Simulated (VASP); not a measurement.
# GeBrO (P4/nmm) in VASP: single point with PBE

Aim: the single point of GeBrO with PBE.

All numbers are computed with VASP 6.6.1; they aren't measurements. Logs are shortened: lines on timing, memory, paths and dates and some standing lists are left out, and cuts for length are marked.

### Step 1. The cell of the first run

The structure is tetragonal, space group P4/nmm (No. 129). Conventional cell: a = 3.827 Å, b = 3.827 Å, c = 7.027 Å, α = 90.00°, β = 90.00°, γ = 90.00°. Ge (site symmetry 4mm) has 4 O at 2.21 Å within 2.9 Å. O (site symmetry -4m2) has 4 Ge at 2.21 Å and 4 O at 2.71 Å within 2.9 Å. Br (site symmetry 4mm) has 6 Ge at 3.05 to 3.63 Å and 4 O at 3.17 Å and 8 Br at 3.35 to 3.83 Å within 4.0 Å.

### Step 2. Single point, PBE

The input, POSCAR:

```
GeBrO
1.0
    3.8272230000      0.0000000000      0.0000000000
    0.0000000000      3.8272230000      0.0000000000
    0.0000000000      0.0000000000      7.0265040000
Ge O Br
2 2 2
Direct
    0.2500000000      0.2500000000      0.1576300000
    0.7500000000      0.7500000000      0.8423700000
    0.7500000000      0.2500000000      0.0000000000
    0.2500000000      0.7500000000      0.0000000000
    0.2500000000      0.2500000000      0.6408700000
    0.7500000000      0.7500000000      0.3591300000
```

The input, INCAR.step1:

```
PREC     = Accurate       # precision mode
ENCUT    = 520            # plane-wave cutoff, eV
EDIFF    = 1E-6           # SCF threshold, eV
ISMEAR   = -1             # smearing method
SIGMA    = 0.1            # smearing width, eV
LREAL    = F              # projectors in reciprocal space
LASPH    = T              # aspherical terms in the spheres
NELM     = 100            # most SCF steps
ALGO     = Normal         # electronic algorithm
ISIF     = 2              # what is computed and relaxed
LWAVE    = F              # write WAVECAR
LCHARG   = T              # write CHGCAR
GGA      = PE             # functional
NBANDS   = 36             # bands
```

The input, KPOINTS.step1:

```
regular mesh
0
Gamma
  9 9 5
```

The input, INCAR.step2:

```
PREC     = Accurate       # precision mode
ENCUT    = 520            # plane-wave cutoff, eV
EDIFF    = 1E-6           # SCF threshold, eV
ISMEAR   = -5             # smearing method
SIGMA    = 0.1            # smearing width, eV
LREAL    = F              # projectors in reciprocal space
LASPH    = T              # aspherical terms in the spheres
NELM     = 100            # most SCF steps
ALGO     = Normal         # electronic algorithm
ISIF     = 2              # what is computed and relaxed
LWAVE    = F              # write WAVECAR
LCHARG   = F              # write CHGCAR
GGA      = PE             # functional
LORBIT   = 10             # projections on sites
NBANDS   = 36             # bands
NEDOS    = 1001           # points of the DOS
ICHARG   = 11             # starting density
```

The input, KPOINTS.step2:

```
regular mesh
0
Gamma
  14 14 8
```

Potentials or basis: VASP PAW PBE potentials, release 64 (Ge_d, O, Br).

Command:

```bash
$ cat potpaw_PBE.64/Ge_d/POTCAR potpaw_PBE.64/O/POTCAR potpaw_PBE.64/Br/POTCAR > POTCAR
$ cp INCAR.step1 INCAR
$ cp KPOINTS.step1 KPOINTS
$ mpirun -np 1 vasp_std > vasp.out
$ cp INCAR.step2 INCAR
$ cp KPOINTS.step2 KPOINTS
$ mpirun -np 1 vasp_std > vasp.out
```

OUTCAR:

```text
PREC = Accurate
   ENCUT = 520
   EDIFF = 1E-6
   ISMEAR = -5
   LREAL = F
   LASPH = T
   NELM = 100
   ISIF = 2
   GGA = PE
   LORBIT = 10
   ICHARG = 11

 ion  position               nearest neighbor table
   1  0.250  0.250  0.158-   3 2.21   4 2.21   4 2.21   3 2.21
   2  0.750  0.750  0.842-   3 2.21   4 2.21   3 2.21   4 2.21
   3  0.750  0.250  0.000-   1 2.21   2 2.21   2 2.21   1 2.21
   4  0.250  0.750  0.000-   1 2.21   2 2.21   1 2.21   2 2.21
   5  0.250  0.250  0.641-
   6  0.750  0.750  0.359-

  LATTYP: Found a simple tetragonal cell.
 ALAT       =     3.8272230000
 C/A-ratio  =     1.8359275119

  Lattice vectors:

 A1 = (   3.8272230000,   0.0000000000,   0.0000000000)
 A2 = (   0.0000000000,   3.8272230000,   0.0000000000)
 A3 = (   0.0000000000,   0.0000000000,   7.0265040000)

Analysis of symmetry for initial positions (statically):
=====================================================================
 Subroutine PRICEL returns:
 Original cell was already a primitive cell.

 Routine SETGRP: Setting up the symmetry group for a
 simple tetragonal supercell.

 Subroutine GETGRP returns: Found 16 space group operations
 (whereof  4 operations were pure point group operations)
 out of a pool of 16 trial point group operations.

The static configuration has the point symmetry C_2h.
 The point group associated with its full space group is D_4h.

Analysis of symmetry for dynamics (positions and initial velocities):
=====================================================================
 Subroutine PRICEL returns:
 Original cell was already a primitive cell.

 Routine SETGRP: Setting up the symmetry group for a
 simple tetragonal supercell.

 Subroutine GETGRP returns: Found 16 space group operations
 (whereof  4 operations were pure point group operations)
 out of a pool of 16 trial point group operations.

The dynamic configuration has the point symmetry C_2h.
 The point group associated with its full space group is D_4h.

 Subroutine INISYM returns: Found 16 space group operations
 (whereof  4 operations are pure point group operations),
 and found     1 'primitive' translations

----------------------------------------------------------------------------------------

                                     Primitive cell

  volume of cell :     102.9217

  direct lattice vectors                    reciprocal lattice vectors
     3.827223000  0.000000000  0.000000000     0.261286055  0.000000000  0.000000000
     0.000000000  3.827223000  0.000000000     0.000000000  0.261286055  0.000000000
     0.000000000  0.000000000  7.026504000     0.000000000  0.000000000  0.142318285

  length of vectors
     3.827223000  3.827223000  7.026504000     0.261286055  0.261286055  0.142318285

  position of ions in fractional coordinates (direct lattice)
     0.250000000  0.250000000  0.157630000
     0.750000000  0.750000000  0.842370000
     0.750000000  0.250000000  0.000000000
     0.250000000  0.750000000  0.000000000
     0.250000000  0.250000000  0.640870000
     0.750000000  0.750000000  0.359130000

  ion indices of the primitive-cell ions
   primitive index   ion index
                 1           1
                 2           2
                 3           3
                 4           4
                 5           5
                 6           6

----------------------------------------------------------------------------------------

 KPOINTS: regular mesh

Automatic generation of k-mesh.
 Grid dimensions read from file:
 generate k-points for:   14   14    8

 Generating k-lattice:

  Cartesian coordinates                     Fractional coordinates (reciprocal lattice)
     0.018663290  0.000000000  0.000000000     0.071428571  0.000000000  0.000000000
     0.000000000  0.018663290  0.000000000     0.000000000  0.071428571  0.000000000
     0.000000000  0.000000000  0.017789786     0.000000000  0.000000000  0.125000000

  Length of vectors
     0.018663290  0.018663290  0.017789786

  Shift w.r.t. Gamma in fractional coordinates (k-lattice)
     0.000000000  0.000000000  0.000000000

 TETIRR: Found   2352 inequivalent tetrahedra from     9408

 Subroutine IBZKPT returns following result:
 ===========================================

 Found    180 irreducible k-points:

 Following reciprocal coordinates:
            Coordinates               Weight
  0.000000  0.000000  0.000000      1.000000
  0.071429  0.000000  0.000000      4.000000
  0.142857  0.000000  0.000000      4.000000
  0.214286  0.000000  0.000000      4.000000
  0.285714  0.000000  0.000000      4.000000
  0.357143  0.000000  0.000000      4.000000
[... 16 lines left out ...]
  0.285714  0.214286  0.000000      8.000000
  0.357143  0.214286  0.000000      8.000000
 [... further k-points ...]
   k-points           NKPTS =    180   k-points in BZ     NKDIM =    180   number of bands    NBANDS=     36
   number of dos      NEDOS =   1001   number of ions     NIONS =      6
   total plane-waves  NPLWV =  42336
   dimension x,y,z NGX =    28 NGY =   28 NGZ =   54
   dimension x,y,z NGXF=    56 NGYF=   56 NGZF=  108
   ions per type =               2   2   2
   NGX,Y,Z   is equivalent  to a cutoff of  12.16, 12.16, 12.78 a.u.
   NGXF,Y,Z  is equivalent  to a cutoff of  24.33, 24.33, 25.55 a.u.
 SYSTEM =  unknown system
   PREC   = accura    normal or accurate (medium, high low for compatibility)
   ISTART =      0    job   : 0-new  1-cont  2-samecut
   ICHARG =     11    charge: 1-file 2-atom 10-const
   ISPIN  =      1    spin polarized calculation?
   LNONCOLLINEAR =      F non collinear calculations
   LSORBIT =      F    spin-orbit coupling
   LASPH  =      T    aspherical Exc in radial PAW
   ENCUT  =  520.0 eV  38.22 Ry    6.18 a.u.   7.12  7.12 13.06*2*pi/ulx,y,z
   NELM   =    100;   NELMIN=  2; NELMDL=  0     # of ELM steps
   EDIFF  = 0.1E-05   stopping-criterion for ELM
   LREAL  =      F    real-space projection
   EDIFFG = 0.1E-04   stopping-criterion for IOM
   NSW    =      0    number of steps for IOM
   IBRION =     -1    ionic relax: 0-MD 1-quasi-New 2-CG
   NFREE  =      0    steps in history (QN), initial steepest desc. (CG)
   ISIF   =      2    stress and relaxation
   ISYM   =      2    0-nonsym 1-usesym 2-fastsym
   POTIM  = 0.5000    time-step for ionic-motion
   TEBEG  =    0.0;   TEEND  =   0.0 temperature during run
   PSTRESS=    0.0 pullay stress
   NELECT =      54.0000    total number of electrons
   NUPDOWN=      -1.0000    fix difference up-down
   EMIN   =  10.00;   EMAX   =-10.00  energy-range for DOS
   EFERMI =   0.00;   METHOD = LEGACY
   ISMEAR =    -5;   SIGMA  =   0.10  broadening in eV -4-tet -1-fermi 0-gaus
   EFERMI_NEDOS =   21; number of points for ismear=-14 and -15
   IALGO  =     38    algorithm
   IMIX   =      4    mixing-type and parameters
     AMIX     =   0.40;   BMIX     =  1.00
     AMIX_MAG =   1.60;   BMIX_MAG =  1.00
  volume/ion in A,a.u.               =      17.15       115.76
  Fermi-wavevector in a.u.,A,eV,Ry     =   1.320395  2.495184 23.720974  1.743442
  Thomas-Fermi vector in A             =   2.450224
   LORBIT       =     10    0 simple, 1 ext, 2 COOP (PROOUT), +10 PAW based schemes
   GGA     = PE    functional components
   LHFCALC =     F    Hartree Fock is set to
   AEXX    =    0.0000 exact exchange contribution
   IVDW    =     0    specifies the selected vdW correction
   LEPSILON=     F    determine dielectric tensor
   LRPA    =     F    only Hartree local field effects (RPA)
 non-spin polarized calculation
 Fermi weights with tetrahedron method with Bloechl corrections
  energy-cutoff  :      520.00
  volume of cell :      102.92
 maximum number of plane-waves:      2798

 number of electron      54.0000017 magnetization

 Free energy of the ion-electron system (eV)
  ---------------------------------------------------
  ext. energy  EPLUGINS =         0.00000000
  ---------------------------------------------------
  free energy    TOTEN  =       -25.22985489 eV

  energy without entropy =      -25.22985489  energy(sigma->0) =      -25.22985489

 E-fermi :   3.5436     XC(G=0): -10.4355

 val. band max:        3.5657977961   @ k =   0.1429   0.0000   0.5000
 cond. band min:       3.5241291751   @ k =   0.4286   0.1429   0.0000
 fundamental gap:     -0.0416686209
 Fermi energy:         3.5435964952

 k-point     1 :       0.0000    0.0000    0.0000
  band No.  band energies     occupation
      1     -20.8494      2.00000
      2     -20.8292      2.00000
      3     -20.8292      2.00000
      4     -20.8281      2.00000
      5     -20.8200      2.00000
      6     -20.8124      2.00000
[... 28 lines left out ...]
     35      10.7267      0.00000
     36      12.4916      0.00000

 k-point     2 :       0.0714    0.0000    0.0000
  band No.  band energies     occupation
      1     -20.8496      2.00000
      2     -20.8290      2.00000
      3     -20.8284      2.00000
      4     -20.8276      2.00000
      5     -20.8201      2.00000
      6     -20.8132      2.00000
[... 28 lines left out ...]
     35      10.7393      0.00000
     36      12.5531      0.00000
[... 817 lines left out ...]
     35      12.9223      0.00000
     36      13.1442      0.00000

 k-point    24 :       0.3571    0.2143    0.0000
  band No.  band energies     occupation
      1     -20.8532      2.00000
      2     -20.8424      2.00000
      3     -20.8224      2.00000
      4     -20.8194      2.00000
      5     -20.8186      2.00000
      6     -20.8133      2.00000
[... 28 lines left out ...]
     35      13.0391      0.00000
     36      13.1856      0.00000

 [... further k-points ...]

------------------------ aborting loop because EDIFF is reached ----------------------------------------

  FORCE on cell =-STRESS in cart. coord.  units (eV):
  Direction    XX          YY          ZZ          XY          YZ          ZX
  --------------------------------------------------------------------------------------
  -------------------------------------------------------------------------------------
  Total       -6.4689642     -6.4689642      1.4868450      0.0000000      0.0000000      0.0000000
  in kB     -100.7020931   -100.7020931     23.1456533      0.0000000      0.0000000      0.0000000
  external PRESSURE =     -59.4195110 kB  Pullay stress =       0.0000000 kB

 VOLUME and BASIS-vectors are now :
 -----------------------------------------------------------------------------
  energy-cutoff  :      520.00
  volume of cell :      102.92
      direct lattice vectors                 reciprocal lattice vectors
     3.827223000  0.000000000  0.000000000     0.261286055  0.000000000  0.000000000
     0.000000000  3.827223000  0.000000000     0.000000000  0.261286055  0.000000000
     0.000000000  0.000000000  7.026504000     0.000000000  0.000000000  0.142318285

 POSITION                                       TOTAL-FORCE (eV/Angst)
 -----------------------------------------------------------------------------------
      0.95681      0.95681      1.10759        -0.000000     -0.000000     -1.543363
      2.87042      2.87042      5.91892        -0.000000      0.000000      1.543363
      2.87042      0.95681      0.00000         0.000000      0.000000     -0.000000
      0.95681      2.87042      0.00000         0.000000      0.000000     -0.000000
      0.95681      0.95681      4.50308         0.000000      0.000000      0.273196
      2.87042      2.87042      2.52343         0.000000      0.000000     -0.273196
 -----------------------------------------------------------------------------------
    total drift:                                0.000000      0.000000     -0.000000

  FREE ENERGIE OF THE ION-ELECTRON SYSTEM (eV)
  ---------------------------------------------------
  free  energy   TOTEN  =       -25.2298548944 eV

  energy  without entropy=      -25.2298548944  energy(sigma->0) =      -25.22985489

 total charge

# of ion       s       p       d       tot
------------------------------------------
    1        1.209   0.641  10.069  11.919
    2        1.209   0.641  10.069  11.919
    3        1.586   3.311   0.000   4.898
    4        1.586   3.311   0.000   4.898
    5        1.630   3.173   0.019   4.823
    6        1.630   3.173   0.019   4.823
--------------------------------------------------
tot          8.851  14.250  20.178  43.279
```

It took 6.1 min on 1 thread of Intel Xeon Platinum 8375C at 2.90GHz (Ice Lake), shared host; peak memory 0.63 GiB.

Results:

```yaml
Valence_electrons_inside_the_program's_atomic_spheres: Ge 11.92; O 4.90; Br 4.82
```

Caveat: tetrahedron occupations give inexact forces and stress in metals.
